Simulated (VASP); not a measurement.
Write the native input for VASP 6.6.1 that does the following.

```yaml
Task: single point
Functional: PBEsol
Potentials_or_basis: VASP PAW PBE potentials, release 64 (Pb_d, S)
Cutoff: 520 eV
k_mesh: 14 × 14 × 14
Occupations: fermi-dirac, width 0.1 eV
Spin: no spin polarisation
Dipole_correction: no
Further_INCAR_settings: ALGO = Normal; EDIFF = 1e-06; NBANDS = 17
```

The structure of PbS (rocksalt type) lies in POSCAR:

```
PbS
1.0
    0.0000000000      2.8910345097      2.8910345097
    2.8910345097      0.0000000000      2.8910345097
    2.8910345097      2.8910345097      0.0000000000
Pb S
1 1
Direct
    0.0000000000      0.0000000000      0.0000000000
    0.5000000000      0.5000000000      0.5000000000
```

The input as run:

INCAR

```
SYSTEM = PbS
PREC = Accurate
ENCUT = 520
EDIFF = 1E-6
ISMEAR = -1
SIGMA = 0.1
LREAL = .False.
LASPH = .True.
NELM = 80
ALGO = Normal
ISIF = 2
LWAVE = .False.
LCHARG = .True.
GGA = PS
LELF = .True.
LVHAR = .True.
NBANDS = 17
```

KPOINTS

```
regular mesh
0
Gamma
  14 14 14
  0 0 0
```

Potentials or basis: VASP PAW PBE potentials, release 64 (Pb_d, S).

Command:

```console
$ cat potpaw_PBE.64/Pb_d/POTCAR potpaw_PBE.64/S/POTCAR > POTCAR
$ mpirun -np 1 vasp_std > vasp.out
```

Results of the run:

```json
{"Pressure": "4.2 GPa", "Band gap on the k mesh": "0.06 eV"}
```

Caveat: the cell stands under pressure; the PAW data sets were made with another functional, which shifts forces and pressure a little; spin-orbit coupling is left out, which moves the levels of the heavy elements.

Run time: 51 s on 1 thread of Intel(R) Xeon(R) Platinum 8488C (Sapphire Rapids) (shared host), peak memory 0.22 GiB.
